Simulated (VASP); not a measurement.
# CaO (Pm-3m) in VASP: single point with LDA

Aim: the single point of CaO with LDA.

All numbers are computed with VASP 6.6.1; they aren't measurements. Logs are shortened: lines on timing, memory, paths and dates and some standing lists are left out, and cuts for length are marked.

### Step 1. The cell of the first run

Symmetry: Pm-3m, No. 221, cubic system. The conventional cell has a = 2.848 Å, b = 2.848 Å, c = 2.848 Å, α = 90.00°, β = 90.00°, γ = 90.00°. Ca (site symmetry m-3m) has 8 O at 2.47 Å and 6 Ca at 2.85 Å within 3.3 Å. O (site symmetry m-3m) has 8 Ca at 2.47 Å and 6 O at 2.85 Å within 3.3 Å.

### Step 2. Single point, LDA

Contents of INCAR:

```
SYSTEM = CaO
PREC = Accurate
ENCUT = 1340
EDIFF = 1E-6
ISMEAR = -1
SIGMA = 0.02
LREAL = .FALSE.
LASPH = .TRUE.
NELM = 120
ALGO = Normal
ISIF = 2
LWAVE = .FALSE.
LCHARG = .FALSE.
GGA = CA
NBANDS = 15
GGA_COMPAT = .FALSE.
```

Contents of KPOINTS:

```
Automatic mesh
0
G
  8 8 8
  0 0 0
```

Contents of POSCAR:

```
CaO
1.0
    2.8477804595      0.0000000000      0.0000000000
    0.0000000000      2.8477804595      0.0000000000
    0.0000000000      0.0000000000      2.8477804595
Ca O
1 1
Direct
    0.0000000000      0.0000000000      0.0000000000
    0.5000000000      0.5000000000      0.5000000000
```

Potentials or basis: VASP PAW LDA potentials, release 64 (Ca_sv, O_h).

On the command line:

```console
$ cat potpaw_LDA.64/Ca_sv/POTCAR potpaw_LDA.64/O_h/POTCAR > POTCAR
$ mpirun -np 1 vasp_std > vasp.out
```

OUTCAR:

```text
SYSTEM = CaO
   PREC = Accurate
   ENCUT = 1340
   EDIFF = 1E-6
   ISMEAR = -1
   LREAL = .FALSE.
   LASPH = .TRUE.
   NELM = 120
   ISIF = 2
   GGA = CA

 ion  position               nearest neighbor table
   1  0.000  0.000  0.000-
   2  0.500  0.500  0.500-

  LATTYP: Found a simple cubic cell.
 ALAT       =     2.8477804595

  Lattice vectors:

 A1 = (   2.8477804595,   0.0000000000,   0.0000000000)
 A2 = (   0.0000000000,   2.8477804595,   0.0000000000)
 A3 = (   0.0000000000,   0.0000000000,   2.8477804595)

Analysis of symmetry for initial positions (statically):
=====================================================================
 Subroutine PRICEL returns:
 Original cell was already a primitive cell.

 Routine SETGRP: Setting up the symmetry group for a
 simple cubic supercell.

 Subroutine GETGRP returns: Found 48 space group operations
 (whereof 48 operations were pure point group operations)
 out of a pool of 48 trial point group operations.

The static configuration has the point symmetry O_h .

Analysis of symmetry for dynamics (positions and initial velocities):
=====================================================================
 Subroutine PRICEL returns:
 Original cell was already a primitive cell.

 Routine SETGRP: Setting up the symmetry group for a
 simple cubic supercell.

 Subroutine GETGRP returns: Found 48 space group operations
 (whereof 48 operations were pure point group operations)
 out of a pool of 48 trial point group operations.

The dynamic configuration has the point symmetry O_h .

 Subroutine INISYM returns: Found 48 space group operations
 (whereof 48 operations are pure point group operations),
 and found     1 'primitive' translations

----------------------------------------------------------------------------------------

                                     Primitive cell

  volume of cell :      23.0951

  direct lattice vectors                    reciprocal lattice vectors
     2.847780460  0.000000000  0.000000000     0.351150664  0.000000000  0.000000000
     0.000000000  2.847780460  0.000000000     0.000000000  0.351150664  0.000000000
     0.000000000  0.000000000  2.847780460     0.000000000  0.000000000  0.351150664

  length of vectors
     2.847780460  2.847780460  2.847780460     0.351150664  0.351150664  0.351150664

  position of ions in fractional coordinates (direct lattice)
     0.000000000  0.000000000  0.000000000
[... 74 lines left out ...]
   LSORBIT =      F    spin-orbit coupling
   LASPH  =      T    aspherical Exc in radial PAW
   ENCUT  = 1340.0 eV  98.49 Ry    9.92 a.u.   8.50  8.50  8.50*2*pi/ulx,y,z
   NELM   =    120;   NELMIN=  2; NELMDL= -5     # of ELM steps
   EDIFF  = 0.1E-05   stopping-criterion for ELM
   LREAL  =      F    real-space projection
[... 7 lines left out ...]
   TEBEG  =    0.0;   TEEND  =   0.0 temperature during run
   PSTRESS=    0.0 pullay stress
   NELECT =      16.0000    total number of electrons
   NUPDOWN=      -1.0000    fix difference up-down
   EMIN   =  10.00;   EMAX   =-10.00  energy-range for DOS
   EFERMI =   0.00;   METHOD = LEGACY
   ISMEAR =    -1;   SIGMA  =   0.02  broadening in eV -4-tet -1-fermi 0-gaus
   EFERMI_NEDOS =   21; number of points for ismear=-14 and -15
   IALGO  =     38    algorithm
   IMIX   =      4    mixing-type and parameters
     AMIX     =   0.40;   BMIX     =  1.00
     AMIX_MAG =   1.60;   BMIX_MAG =  1.00
  volume/ion in A,a.u.               =      11.55        77.93
  Fermi-wavevector in a.u.,A,eV,Ry     =   1.448577  2.737414 28.550138  2.098376
  Thomas-Fermi vector in A             =   2.566402
   LORBIT       =      0    0 simple, 1 ext, 2 COOP (PROOUT), +10 PAW based schemes
   GGA     = CA    functional components
   LHFCALC =     F    Hartree Fock is set to
   AEXX    =    0.0000 exact exchange contribution
   IVDW    =     0    specifies the selected vdW correction
   LEPSILON=     F    determine dielectric tensor
   LRPA    =     F    only Hartree local field effects (RPA)
 non-spin polarized calculation
  energy-cutoff  :     1340.00
  volume of cell :       23.10
 maximum number of plane-waves:      2612
 NGX is ok and might be reduce to    36
   NGX = 17   NGY = 17   NGZ = 17

 number of electron      16.0000001 magnetization

 Free energy of the ion-electron system (eV)
  ---------------------------------------------------
  ext. energy  EPLUGINS =         0.00000000
  ---------------------------------------------------
  free energy    TOTEN  =       -13.34003896 eV

  energy without entropy =      -13.34003896  energy(sigma->0) =      -13.34003896

 E-fermi :   5.0962     XC(G=0): -12.1131

 val. band max:        4.6242974529   @ k =   0.5000   0.5000   0.0000
 cond. band min:       7.1801442194   @ k =   0.0000   0.0000   0.0000
 fundamental gap:      2.5558467665
 Fermi energy:         5.0961839348

 k-point     1 :       0.0000    0.0000    0.0000
  band No.  band energies     occupation
      1     -33.9736      2.00000
      2     -14.5800      2.00000
      3     -14.5800      2.00000
      4     -14.5800      2.00000
      5     -11.6903      2.00000
      6       4.3317      2.00000
      7       4.3317      2.00000
      8       4.3317      2.00000
      9       7.1801      0.00000
     10       7.1801      0.00000
     11      10.4073      0.00000
     12      13.4342      0.00000
     13      13.4342      0.00000
     14      13.4342      0.00000
[... 401 lines left out ...]
      2     -15.8264      2.00000
      3     -15.5372      2.00000
      4     -14.4989      2.00000
      5     -10.7469      2.00000
      6       2.0036      2.00000
      7       2.3221      2.00000
      8       3.8748      2.00000
      9       9.2714      0.00000
     10      10.3338      0.00000
     11      11.7249      0.00000
     12      11.9272      0.00000
     13      14.1226      0.00000
     14      18.8733      0.00000
     15      18.9455      0.00000

 [... further k-points ...]
[... 5 lines left out ...]
  --------------------------------------------------------------------------------------
  -------------------------------------------------------------------------------------
  Total        0.1328657      0.1328657      0.1328657     -0.0000000     -0.0000000      0.0000000
  in kB        9.2173028      9.2173028      9.2173028     -0.0000000     -0.0000000      0.0000000
  external PRESSURE =       9.2173028 kB  Pullay stress =       0.0000000 kB

 VOLUME and BASIS-vectors are now :
 -----------------------------------------------------------------------------
  energy-cutoff  :     1340.00
  volume of cell :       23.10
      direct lattice vectors                 reciprocal lattice vectors
     2.847780460  0.000000000  0.000000000     0.351150664  0.000000000  0.000000000
     0.000000000  2.847780460  0.000000000     0.000000000  0.351150664  0.000000000
     0.000000000  0.000000000  2.847780460     0.000000000  0.000000000  0.351150664

 POSITION                                       TOTAL-FORCE (eV/Angst)
 -----------------------------------------------------------------------------------
      0.00000      0.00000      0.00000         0.000000      0.000000      0.000000
      1.42389      1.42389      1.42389         0.000000      0.000000      0.000000
 -----------------------------------------------------------------------------------
    total drift:                                0.000000      0.000000      0.000000

  FREE ENERGIE OF THE ION-ELECTRON SYSTEM (eV)
  ---------------------------------------------------
  free  energy   TOTEN  =       -13.3400389551 eV

  energy  without entropy=      -13.3400389551  energy(sigma->0) =      -13.34003896
```

OSZICAR:

```text
N       E                     dE             d eps       ncg     rms          rms(c)
DAV:   1     0.192627478819E+03    0.19263E+03   -0.14779E+04  1050   0.231E+03
DAV:   2    -0.875170676197E+00   -0.19350E+03   -0.17835E+03  1232   0.434E+02
DAV:   3    -0.145497834793E+02   -0.13675E+02   -0.13409E+02  1352   0.103E+02
DAV:   4    -0.148917527287E+02   -0.34197E+00   -0.34170E+00  1349   0.159E+01
DAV:   5    -0.148971164750E+02   -0.53637E-02   -0.53632E-02  1369   0.200E+00    0.820E+00
DAV:   6    -0.134552086322E+02    0.14419E+01   -0.31476E+00  1436   0.205E+01    0.328E+00
DAV:   7    -0.133797730225E+02    0.75436E-01   -0.37705E-01  1178   0.648E+00    0.171E+00
DAV:   8    -0.133420450244E+02    0.37728E-01   -0.11859E-01  1337   0.335E+00    0.494E-01
DAV:   9    -0.133400290906E+02    0.20159E-02   -0.93538E-03  1254   0.874E-01    0.103E-01
DAV:  10    -0.133401365191E+02   -0.10743E-03   -0.10369E-03  1260   0.424E-01    0.831E-02
DAV:  11    -0.133400441743E+02    0.92345E-04   -0.11811E-04  1276   0.160E-01    0.179E-02
DAV:  12    -0.133400389989E+02    0.51754E-05   -0.30448E-05  1382   0.618E-02    0.520E-03
DAV:  13    -0.133400389551E+02    0.43826E-07   -0.19401E-06  1121   0.152E-02
   1 F= -.13340039E+02 E0= -.13340039E+02  d E =-.327271E-12
```

stdout:

```text
POSCAR found type information on POSCAR CaO
 POSCAR found :  2 types and       2 ions
 scaLAPACK will be used
 LDA part: xc-table for (Slater(with rela. corr.)+CA(PZ))
 , standard interpolation
 POSCAR, INCAR and KPOINTS ok, starting setup
 FFT: planning ... GRIDC
 FFT: planning ... GRID_SOFT
 FFT: planning ... GRID
 WAVECAR not read
 entering main loop
```

Run time: 30 s. Hardware: 1 thread of Intel Xeon Platinum 8488C (Sapphire Rapids), shared host; peak memory 0.21 GiB.

What came out:

```
Free energy            : -13.3400 eV
Pressure               : 0.9 GPa
Band gap on the k mesh : 2.56 eV (least direct gap 2.85 eV)
```

Caveat: the structure was generated, so it needn't be the stable form of CaO.
